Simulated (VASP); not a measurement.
# SnSe (Pnma) in VASP: settings compared, part 2 of 2

VASP 6.6.1. The steps go on from the part before.

### 4 Single point, RPBE

This run uses another cell than the first one, of 31.32 Å³/atom.

The input, INCAR:

```
PREC     = Accurate       # precision mode
ENCUT    = 520            # plane-wave cutoff, eV
EDIFF    = 1E-6           # SCF threshold, eV
ISMEAR   = -1             # smearing method
SIGMA    = 0.05           # smearing width, eV
LREAL    = F              # projectors in reciprocal space
LASPH    = T              # aspherical terms in the spheres
NELM     = 80             # most SCF steps
ALGO     = Normal         # electronic algorithm
ISIF     = 2              # what is computed and relaxed
LWAVE    = F              # write WAVECAR
LCHARG   = F              # write CHGCAR
GGA      = RP             # functional
NBANDS   = 50             # bands
```

The input, KPOINTS:

```
Automatic mesh
0
Gamma
  3 6 6
```

The input, POSCAR:

```
SnSe
1.0
   12.4078619348      0.0000000000      0.0000000000
    0.0000000000      4.2355953510      0.0000000000
    0.0000000000      0.0000000000      4.7669241163
Sn Se
4 4
Direct
    0.8702581432      0.7500000000      0.8703051614
    0.6297418568      0.2500000000      0.3703051614
    0.3702581432      0.7500000000      0.6296948386
    0.1297418568      0.2500000000      0.1296948386
    0.6498341767      0.7500000000      0.9785502850
    0.8501658233      0.2500000000      0.4785502850
    0.1498341767      0.7500000000      0.5214497150
    0.3501658233      0.2500000000      0.0214497150
```

Run with:

```console
$ cat potpaw_PBE.64/Sn_d/POTCAR potpaw_PBE.64/Se/POTCAR > POTCAR
$ mpirun -np 1 vasp_std > vasp.out
```

Run time: 3.5 min. Hardware: 1 thread of Intel Xeon Platinum 8488C (Sapphire Rapids), shared host; peak memory 0.5 GiB.

The run converged. Its results:

```
Free energy            : -30.2387 eV
Pressure               : 0.0 GPa
Largest force          : 0.018 eV/Å
Band gap on the k mesh : 1.05 eV (least direct gap 1.22 eV)
```

Forces in eV/Å, atoms in the order of the input:
```
Sn   0.016  0.000  0.009
Sn  -0.016  0.000  0.009
Sn   0.016  0.000 -0.009
Sn  -0.016  0.000 -0.009
Se  -0.010  0.000 -0.008
Se   0.010  0.000 -0.008
Se  -0.010  0.000  0.008
Se   0.010  0.000  0.008
```

Levels at points of the mesh, in eV from the valence-band top:
```tsv
k point	band 38	band 39	band 40	band 41	band 42	band 43
(0.00, 0.00, 0.00)	-1.00	-0.44	-0.25	1.12	2.84	2.92
(0.00, 0.50, 0.00)	-0.82	-0.75	-0.75	1.29	1.29	1.44
(0.00, 0.00, 0.50)	-0.58	-0.18	-0.18	1.48	1.48	1.78
(0.00, 0.50, 0.50)	-1.67	-1.03	-1.03	2.81	2.81	3.12
```

Caveat: the PAW data sets were made with another functional, which shifts forces and pressure a little; spin-orbit coupling is left out, which moves the levels of the heavy elements; an odd mesh through Γ misses points on the zone boundary, where band edges can lie.

### 5 Single point, BLYP

This run uses another cell than the first one, of 36.41 Å³/atom.

The input, INCAR:

```
SYSTEM = SnSe
AGGAC = 1.0
AGGAX = 1.0
ALDAC = 0.0
ALDAX = 1.0
ALGO = Normal
EDIFF = 1E-7
ENCUT = 520
GGA = B5
ISIF = 2
ISMEAR = -1
LASPH = .True.
LCHARG = .False.
LREAL = .False.
LWAVE = .False.
NBANDS = 50
NELM = 60
PREC = Accurate
SIGMA = 0.05
```

The input, KPOINTS:

```
k-points
0
Gamma
  3 6 6
  0 0 0
```

The input, POSCAR:

```
SnSe
1.0
   13.6532933171      0.0000000000      0.0000000000
    0.0000000000      4.2733481401      0.0000000000
    0.0000000000      0.0000000000      4.9925066866
Sn Se
4 4
Direct
    0.8572994200      0.7500000000      0.8062490908
    0.6427005800      0.2500000000      0.3062490908
    0.3572994200      0.7500000000      0.6937509092
    0.1427005800      0.2500000000      0.1937509092
    0.6570862894      0.7500000000      0.9310408758
    0.8429137106      0.2500000000      0.4310408758
    0.1570862894      0.7500000000      0.5689591242
    0.3429137106      0.2500000000      0.0689591242
```

Run with:

```console
$ cat potpaw_PBE.64/Sn_d/POTCAR potpaw_PBE.64/Se/POTCAR > POTCAR
$ mpirun -np 1 vasp_std > vasp.out
```

Wall time 17 min (1 thread of Intel Xeon 8259CL, shared host); peak memory 0.59 GiB.

It converged, with:

```yaml
Free_energy: -28.5157 eV
Pressure: 0.1 GPa
Largest_force: 0.030 eV/Å
Band_gap_on_the_k_mesh: 1.37 eV (least direct gap 1.43 eV)
```

Forces in eV/Å, atoms in the order of the input:
```
Sn   0.024  0.000  0.019
Sn  -0.024  0.000  0.019
Sn   0.024  0.000 -0.019
Sn  -0.024  0.000 -0.019
Se  -0.012  0.000 -0.019
Se   0.012  0.000 -0.019
Se  -0.012  0.000  0.019
Se   0.012  0.000  0.019
```

Levels at points of the mesh, in eV from the valence-band top:
```
           k point  band 38  band 39  band 40  band 41  band 42  band 43
(0.00, 0.00, 0.00)    -0.85    -0.24    -0.15     1.37     2.89     2.92
(0.00, 0.50, 0.00)    -0.77    -0.56    -0.56     1.44     1.44     1.75
(0.00, 0.00, 0.50)    -0.34    -0.17    -0.17     1.58     1.58     1.84
(0.00, 0.50, 0.50)    -1.23    -0.70    -0.70     2.72     2.72     3.40
```

Caveat: the PAW data sets were made with another functional, which shifts forces and pressure a little; spin-orbit coupling is left out, which moves the levels of the heavy elements; an odd mesh through Γ misses points on the zone boundary, where band edges can lie.

### 6 Overview

```tsv
task	level	cell	cutoff (eV)	gap on the mesh (eV)	pressure (GPa)	largest force (eV/Å)
single point	RPBE	a = 11.644, b = 4.272, c = 4.547 Å, 8 atoms, atomic positions A	520	0.63	1.0	0.15
relaxation of cell and atoms	PBE+D4	relaxed from a = 11.420, b = 4.190, c = 4.460 Å, 8 atoms, atomic positions A	500	0.62	0.0	0.01
single point	RPBE	a = 12.408, b = 4.236, c = 4.767 Å, 8 atoms, atomic positions B	520	1.05	0.0	0.02
single point	BLYP	a = 13.653, b = 4.273, c = 4.993 Å, 8 atoms, atomic positions C	520	1.37	0.1	0.03
```

Alike in all rows: potentials or basis VASP PAW PBE potentials, release 64 (Sn_d, Se); no spin polarisation; k mesh 3 × 6 × 6; smearing fermi-dirac 0.05 eV.

Caveats: spin-orbit coupling is left out, which moves the levels of the heavy elements; an odd mesh through Γ misses points on the zone boundary, where band edges can lie; the PAW data sets were made with another functional, which shifts forces and pressure a little (at least some runs).

Total energies depend on the potentials used, so only differences within one code and one set of settings carry meaning.

### 7 How close it comes

Step 4. Measured gap of SnSe: 0.89 eV (indirect; 300 K; “Linear dichroism of the optical properties of SnS and SnSe van der Waals crystals”, 2024, arxiv:2409.17412). This calculation gives 1.05 eV (+0.16 eV). 2 values of this kind are on record (0.89 to 0.99 eV); this one was drawn at random. Spin-orbit coupling on Se, Sn is left out. The value is that of RPBE on a finite k mesh, which can miss the band edges, without temperature or zero-point motion.

Step 5. A measured gap of SnSe is 0.99 eV (indirect; 20 K; “Linear dichroism of the optical properties of SnS and SnSe van der Waals crystals”, 2024, arxiv:2409.17412); the calculated 1.37 eV misses it by +0.38 eV. 2 values of this kind are on record (0.89 to 0.99 eV); this one was drawn at random. Spin-orbit coupling on Se, Sn is left out. The value is that of BLYP on a finite k mesh, which can miss the band edges, without temperature or zero-point motion.
